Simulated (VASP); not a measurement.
# RbCl (Fm-3m) in VASP: a series of runs, part 2 of 2

VASP 6.6.1. Earlier steps stand in the parts before.

### Step 3. Single point, PBE

Input file INCAR:

```
SYSTEM = RbCl
PREC = Accurate
ENCUT = 500
EDIFF = 1E-6
ISMEAR = 0
SIGMA = 0.1
LREAL = .FALSE.
LASPH = .TRUE.
NELM = 120
ALGO = Normal
ISIF = 2
LWAVE = .FALSE.
LCHARG = .TRUE.
GGA = PE
LELF = .TRUE.
LVHAR = .TRUE.
NBANDS = 15
GGA_COMPAT = .FALSE.
```

Input file KPOINTS:

```
Automatic mesh
0
G
  3 3 3
  0 0 0
```

Input file POSCAR:

```
RbCl
1.0
    0.0000000000      3.3087073290      3.3087073290
    3.3087073290      0.0000000000      3.3087073290
    3.3087073290      3.3087073290      0.0000000000
Rb Cl
1 1
Direct
    0.0000000000      0.0000000000      0.0000000000
    0.5000000000      0.5000000000      0.5000000000
```

Potentials or basis: VASP PAW PBE potentials, release 64 (Rb_sv, Cl).

Launch:

```sh
$ cat potpaw_PBE.64/Rb_sv/POTCAR potpaw_PBE.64/Cl/POTCAR > POTCAR
$ mpirun -np 1 vasp_std > vasp.out
```

OUTCAR:

```text
SYSTEM = RbCl
   PREC = Accurate
   ENCUT = 500
   EDIFF = 1E-6
   ISMEAR = 0
   LREAL = .FALSE.
   LASPH = .TRUE.
   NELM = 120
   ISIF = 2
   GGA = PE

 ion  position               nearest neighbor table
   1  0.000  0.000  0.000-   2 3.31   2 3.31   2 3.31   2 3.31   2 3.31   2 3.31
   2  0.500  0.500  0.500-   1 3.31   1 3.31   1 3.31   1 3.31   1 3.31   1 3.31

  LATTYP: Found a face centered cubic cell.
 ALAT       =     6.6174146580

  Lattice vectors:

 A1 = (   0.0000000000,   3.3087073290,   3.3087073290)
 A2 = (   3.3087073290,   0.0000000000,   3.3087073290)
 A3 = (   3.3087073290,   3.3087073290,   0.0000000000)

Analysis of symmetry for initial positions (statically):
=====================================================================
 Subroutine PRICEL returns:
 Original cell was already a primitive cell.

 Routine SETGRP: Setting up the symmetry group for a
 face centered cubic supercell.

 Subroutine GETGRP returns: Found 48 space group operations
 (whereof 48 operations were pure point group operations)
 out of a pool of 48 trial point group operations.

The static configuration has the point symmetry O_h .

Analysis of symmetry for dynamics (positions and initial velocities):
[... 157 lines left out ...]
     10       6.0442      0.00000
     11       6.0442      0.00000
     12       6.0442      0.00000
     13       7.0169      0.00000
     14       7.0169      0.00000
[... 41 lines left out ...]
      2     -13.9221      2.00000
      3     -10.1213      2.00000
      4      -9.9953      2.00000
      5      -9.9791      2.00000
      6      -2.4650      2.00000
      7      -2.2048      2.00000
      8      -2.1902      2.00000
      9       5.4020      0.00000
     10       6.3400      0.00000
     11       7.4417      0.00000
     12       7.6500      0.00000
     13       8.4363      0.00000
     14       9.3427      0.00000
     15      10.5034      0.00000

------------------------ aborting loop because EDIFF is reached ----------------------------------------

  FORCE on cell =-STRESS in cart. coord.  units (eV):
  Direction    XX          YY          ZZ          XY          YZ          ZX
  --------------------------------------------------------------------------------------
  -------------------------------------------------------------------------------------
  Total        0.2617303      0.2617303      0.2617303      0.0000000     -0.0000000      0.0000000
  in kB        5.7884133      5.7884133      5.7884133      0.0000000     -0.0000000      0.0000000
  external PRESSURE =       5.7884133 kB  Pullay stress =       0.0000000 kB

 VOLUME and BASIS-vectors are now :
 -----------------------------------------------------------------------------
  energy-cutoff  :      500.00
  volume of cell :       72.44
      direct lattice vectors                 reciprocal lattice vectors
     0.000000000  3.308707329  3.308707329    -0.151116418  0.151116418  0.151116418
     3.308707329  0.000000000  3.308707329     0.151116418 -0.151116418  0.151116418
     3.308707329  3.308707329  0.000000000     0.151116418  0.151116418 -0.151116418

 POSITION                                       TOTAL-FORCE (eV/Angst)
 -----------------------------------------------------------------------------------
      0.00000      0.00000      0.00000         0.000000      0.000000     -0.000000
      3.30871      3.30871      3.30871        -0.000000     -0.000000      0.000000
 -----------------------------------------------------------------------------------
    total drift:                                0.000000      0.000000      0.000000

  FREE ENERGIE OF THE ION-ELECTRON SYSTEM (eV)
  ---------------------------------------------------
  free  energy   TOTEN  =        -6.6690138945 eV

  energy  without entropy=       -6.6690138945  energy(sigma->0) =       -6.66901389
```

Run time: 7.5 s. Hardware: 1 thread of Intel Xeon Platinum 8559C (Emerald Rapids), shared host; peak memory 0.19 GiB.

What came out:

```
Free energy            : -6.6690 eV
Pressure               : 0.6 GPa
Band gap on the k mesh : 4.94 eV, direct
```

Caveat: the k points lie up to 0.55 Å⁻¹ apart. A hybrid or GW would open this gap; PBE tends to underestimate it.

### Step 4. Single point, PBE

Input file INCAR:

```
ALGO = Normal ; EDIFF = 1E-6
ENCUT = 500 ; GGA = PE
GGA_COMPAT = False ; ISIF = 2
ISMEAR = 1 ; ISYM = 0
LASPH = True ; LCHARG = False
LREAL = False ; LWAVE = False
NBANDS = 15 ; NELM = 120
PREC = Accurate ; SIGMA = 0.059
```

Input file KPOINTS:

```
Automatic mesh
0
Gamma
  2 2 2
  0 0 0.5
```

POSCAR is that of step 3.

Potentials or basis: VASP PAW PBE potentials, release 64 (Rb_sv, Cl).

Launch:

```sh
$ cat potpaw_PBE.64/Rb_sv/POTCAR potpaw_PBE.64/Cl/POTCAR > POTCAR
$ mpirun -np 1 vasp_std > vasp.out
```

OUTCAR:

```text
EDIFF = 1E-6
   ENCUT = 500
   GGA = PE
   ISIF = 2
   ISMEAR = 1
   ISYM = 0
   LASPH = True
   LREAL = False
   NELM = 120
   PREC = Accurate

 ion  position               nearest neighbor table
   1  0.000  0.000  0.000-   2 3.31   2 3.31   2 3.31   2 3.31   2 3.31   2 3.31
   2  0.500  0.500  0.500-   1 3.31   1 3.31   1 3.31   1 3.31   1 3.31   1 3.31

IMPORTANT INFORMATION: All symmetrisations will be switched off!
NOSYMM: (Re-)initialisation of all symmetry stuff for point group C_1.

[... 429 lines left out ...]
------------------------ aborting loop because EDIFF is reached ----------------------------------------

  FORCE on cell =-STRESS in cart. coord.  units (eV):
  Direction    XX          YY          ZZ          XY          YZ          ZX
  --------------------------------------------------------------------------------------
  -------------------------------------------------------------------------------------
  Total        0.2067557      0.2067538      0.2067541      0.0000132      0.0000080     -0.0000017
  in kB        4.5725984      4.5725564      4.5725631      0.0002930      0.0001771     -0.0000373
  external PRESSURE =       4.5725726 kB  Pullay stress =       0.0000000 kB

 VOLUME and BASIS-vectors are now :
 -----------------------------------------------------------------------------
  energy-cutoff  :      500.00
  volume of cell :       72.44
      direct lattice vectors                 reciprocal lattice vectors
     0.000000000  3.308707329  3.308707329    -0.151116418  0.151116418  0.151116418
     3.308707329  0.000000000  3.308707329     0.151116418 -0.151116418  0.151116418
     3.308707329  3.308707329  0.000000000     0.151116418  0.151116418 -0.151116418

 POSITION                                       TOTAL-FORCE (eV/Angst)
 -----------------------------------------------------------------------------------
      0.00000      0.00000      0.00000        -0.000002     -0.000005     -0.000001
      3.30871      3.30871      3.30871         0.000002      0.000005      0.000001
 -----------------------------------------------------------------------------------
    total drift:                                0.000001      0.000009      0.000001

  FREE ENERGIE OF THE ION-ELECTRON SYSTEM (eV)
  ---------------------------------------------------
  free  energy   TOTEN  =        -6.6805091878 eV

  energy  without entropy=       -6.6852246228  energy(sigma->0) =       -6.68208100
```

OSZICAR:

```text
N       E                     dE             d eps       ncg     rms          rms(c)
DAV:   1     0.819073689429E+02    0.81907E+02   -0.67336E+03   480   0.904E+02
DAV:   2    -0.138719796714E+01   -0.83295E+02   -0.75970E+02   719   0.168E+02
DAV:   3    -0.688834326162E+01   -0.55011E+01   -0.54757E+01   620   0.443E+01
DAV:   4    -0.704145352462E+01   -0.15311E+00   -0.15305E+00   741   0.708E+00
DAV:   5    -0.704223695152E+01   -0.78343E-03   -0.78340E-03   655   0.534E-01    0.308E+00
DAV:   6    -0.668714969913E+01    0.35509E+00   -0.51663E-01   662   0.343E+00    0.233E+00
DAV:   7    -0.666456919354E+01    0.22581E-01   -0.11858E-01   704   0.180E+00    0.139E+00
DAV:   8    -0.667852145698E+01   -0.13952E-01   -0.16285E-02   600   0.791E-01    0.160E-01
DAV:   9    -0.667990320565E+01   -0.13817E-02   -0.14299E-03   704   0.207E-01    0.108E-01
DAV:  10    -0.668048678290E+01   -0.58358E-03   -0.51347E-04   536   0.139E-01    0.157E-02
DAV:  11    -0.668050445242E+01   -0.17670E-04   -0.28150E-05   536   0.336E-02    0.123E-02
DAV:  12    -0.668050922164E+01   -0.47692E-05   -0.11518E-05   536   0.192E-02    0.415E-03
DAV:  13    -0.668050918778E+01    0.33858E-07   -0.21617E-07   520   0.308E-03
   1 F= -.66805092E+01 E0= -.66820810E+01  d E =0.471543E-02
```

stdout:

```text
POSCAR found type information on POSCAR RbCl
 POSCAR found :  2 types and       2 ions
 scaLAPACK will be used
 LDA part: xc-table for (Slater+PW92), standard interpolation
 POSCAR, INCAR and KPOINTS ok, starting setup
 FFT: planning ... GRIDC
 FFT: planning ... GRID_SOFT
 FFT: planning ... GRID
 WAVECAR not read
 entering main loop
```

Run time: 11 s. Hardware: 1 thread of Intel Xeon Platinum 8559C (Emerald Rapids), shared host; peak memory 0.2 GiB.

What came out:

* Free energy: -6.6805 eV
* Pressure: 0.5 GPa
* Band gap on the k mesh: 6.36 eV, direct

Caveat: the k points lie up to 0.82 Å⁻¹ apart.
